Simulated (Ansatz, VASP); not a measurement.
Ga2O3 in VASP and in Ansatz

The input INCAR:

```
PREC = Accurate
ENCUT = 520
EDIFF = 1E-6
ISMEAR = 0
SIGMA = 0.05
LREAL = False
LASPH = True
NELM = 100
ALGO = Normal
ISIF = 2
LWAVE = False
LCHARG = True
GGA = PE
LELF = True
LVHAR = True
NBANDS = 55
```

The input KPOINTS:

```
Automatic mesh
0
Gamma
  10 10 6
```

POSCAR

```
Ga2O3
1.0
    6.2274305598     -1.5417565250      0.0114924401
    6.2274305598      1.5417565250      0.0114924401
   -1.4027234635      0.0000000000      5.7076941923
Ga O
4 6
Direct
    0.0899134338      0.0899134338      0.7947233208
    0.9100865662      0.9100865662      0.2052766792
    0.6585007301      0.6585007301      0.3141978956
    0.3414992699      0.3414992699      0.6858021044
    0.1634883775      0.1634883775      0.1092060622
    0.8365116225      0.8365116225      0.8907939378
    0.1737013130      0.1737013130      0.5643594347
    0.8262986870      0.8262986870      0.4356405653
    0.4962439476      0.4962439476      0.2703972933
    0.5039804303      0.5039804303      0.7433186392
```

Input for Ansatz:

```yaml
crystal:
  lattice:
    - [6.2274305598, -1.541756525, 0.0114924401]
    - [6.2274305598, 1.541756525, 0.0114924401]
    - [-1.4027234635, 0.0, 5.7076941923]
  atoms:
    - { symbol: Ga, position: [0.0899134338, 0.0899134338, 0.7947233208] }
    - { symbol: Ga, position: [0.9100865662, 0.9100865662, 0.2052766792] }
    - { symbol: Ga, position: [0.6585007301, 0.6585007301, 0.3141978956] }
    - { symbol: Ga, position: [0.3414992699, 0.3414992699, 0.6858021044] }
    - { symbol: O, position: [0.1634883775, 0.1634883775, 0.1092060622] }
    - { symbol: O, position: [0.8365116225, 0.8365116225, 0.8907939378] }
    - { symbol: O, position: [0.173701313, 0.173701313, 0.5643594347] }
    - { symbol: O, position: [0.826298687, 0.826298687, 0.4356405653] }
    - { symbol: O, position: [0.4962439476, 0.4962439476, 0.2703972933] }
    - { symbol: O, position: [0.5039804303, 0.5039804303, 0.7433186392] }
basis:
  ecutwfc: 420
kpoints:
  mp_grid: { grid: [10, 10, 6] }
hamiltonian:
  xc: pbe
scf:
  occupations: { method: gaussian, width: 0.05 }
output:
  forces: true
  stress: true
  eigenvalues: true
```

Alike in both runs: task single point; functional PBE; k mesh 10 × 10 × 6; occupations gaussian, width 0.05 eV; no spin polarisation.

```csv
,VASP,Ansatz
version,VASP 6.6.1,Ansatz 0.2.0
potentials or method,"VASP PAW PBE potentials, release 64 (Ga_d, O), cutoff 520 eV","scalar-relativistic, plane waves, PAW"
valence electrons in the cell,88,88
```

Ansatz gave:

| Item | Value |
| --- | --- |
| gap on the k mesh at the Fermi level (eV) | 1.99 |
| least direct gap on the mesh (eV) | 2.00 |
| pressure (GPa) | -0.1 |
| traceless stress, the component that is largest in VASP (GPa) | -0.13 |
| rms of the force components (eV/Å) | 0.094 |

**Question.** Which values does VASP return?

**Answer.** gap on the k mesh at the Fermi level (eV): 1.97; least direct gap on the mesh (eV): 1.98; pressure (GPa): 0.5; traceless stress, the component that is largest in VASP (GPa): -0.19; rms of the force components (eV/Å): 0.092.

Atom by atom the forces differ by 0.008 eV/Å (rms over components).
